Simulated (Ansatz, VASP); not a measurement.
**TiCo: VASP beside Ansatz**

```
Co Ti
1.0
     2.96607    0.00000    0.00000
     0.00000    2.96607    0.00000
     0.00000    0.00000    2.96607
Co Ti
1 1
Cartesian
  1.4830 1.4830 1.4830
  0.0000 0.0000 0.0000
```

Alike in both runs: task single point; functional PBE; k mesh 9 × 9 × 9; occupations fermi-dirac, width 0.05 eV; collinear spin.

```csv
,VASP,Ansatz
version,VASP 6.6.1,Ansatz 0.2.0
potentials or method,"VASP PAW PBE potentials, release 64 (Co, Ti_sv)",Ansatz PAW
plane-wave cutoff (eV),520,420
valence electrons in the cell,21,29
```

|  | VASP | Ansatz | Ansatz less VASP |
| --- | --- | --- | --- |
| gap on the k mesh at the Fermi level (eV) | none | none | - |
| pressure (GPa) | 2.1 | 2.9 | +0.73 |
| net moment per atom (μB) | 0.38 | 0.39 | +0.019 |
| size of the moment on the site where the two differ most (μB) | 0.82 | 0.87 | +0.056 |

Site moments also hang on the region over which each program counts them. A gap of «none» marks a metal or a gap that the smearing closes. VASP's potentials hold 21 valence electrons a cell and Ansatz's 29, so a difference there can come from the potentials and not from the codes.
